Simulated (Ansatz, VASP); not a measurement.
Two plane-wave programs on Ga4O

INCAR

```
SYSTEM = Ga4O
  PREC = Accurate
  ENCUT = 520
  EDIFF = 1E-6
  ISMEAR = 0
  SIGMA = 0.1
  LREAL = .False.
  LASPH = .True.
  NELM = 100
  ALGO = Normal
  ISIF = 2
  LWAVE = .False.
  LCHARG = .True.
  GGA = PE
  LELF = .True.
  LVHAR = .True.
  NBANDS = 37
```

Contents of KPOINTS:

```
Automatic mesh
0
Gamma
  6 6 6
  0 0 0
```

The input POSCAR:

```
Ga4O
1.0
   -2.1533966700      2.1533966700      3.8947668500
    2.1533966700     -2.1533966700      3.8947668500
    2.1533966700      2.1533966700     -3.8947668500
Ga O
4 1
Direct
    0.7562872600      0.7562872600      0.0000000000
    0.4879780500      0.9879780500      0.5000000000
    0.9879780500      0.4879780500      0.5000000000
    0.2605076700      0.2605076700      0.0000000000
    0.0072489800      0.0072489800      0.0000000000
```

Input for Ansatz:

```yaml
crystal:
  lattice:
    - [-2.15339667, 2.15339667, 3.89476685]
    - [2.15339667, -2.15339667, 3.89476685]
    - [2.15339667, 2.15339667, -3.89476685]
  atoms:
    - { symbol: Ga, position: [0.75628726, 0.75628726, 0.0] }
    - { symbol: Ga, position: [0.48797805, 0.98797805, 0.5] }
    - { symbol: Ga, position: [0.98797805, 0.48797805, 0.5] }
    - { symbol: Ga, position: [0.26050767, 0.26050767, 0.0] }
    - { symbol: O, position: [0.00724898, 0.00724898, 0.0] }
basis:
  ecutwfc: 420
kpoints:
  mp_grid: { grid: [6, 6, 6] }
hamiltonian:
  xc: pbe
scf:
  occupations: { method: gaussian, width: 0.1 }
  lower_state_search: "off"
output:
  forces: true
  stress: true
  eigenvalues: true
```

Alike in both runs: task single point; functional PBE; k mesh 6 × 6 × 6; occupations gaussian, width 0.1 eV; no spin polarisation.

|  | VASP | Ansatz |
| --- | --- | --- |
| version | VASP 6.6.1 | Ansatz 0.2.0 |
| potentials or method | VASP PAW PBE potentials, release 64 (Ga_d, O), cutoff 520 eV | scalar-relativistic, plane waves, PAW |
| valence electrons in the cell | 58 | 58 |

```tsv
	VASP	Ansatz	Ansatz less VASP
gap on the k mesh at the Fermi level (eV)	none	none	-
pressure (GPa)	16.8	16.4	-0.38
traceless stress, the component that is largest in VASP (GPa)	-4.21	-4.33	-0.122
rms of the force components (eV/Å)	0.879	0.860	-0.0196
```

Atom by atom the forces differ by 0.020 eV/Å (rms over components). A gap of «none» marks a metal or a gap that the smearing closes. The functional is the same, so the differences come from potentials, cutoffs and numerics.
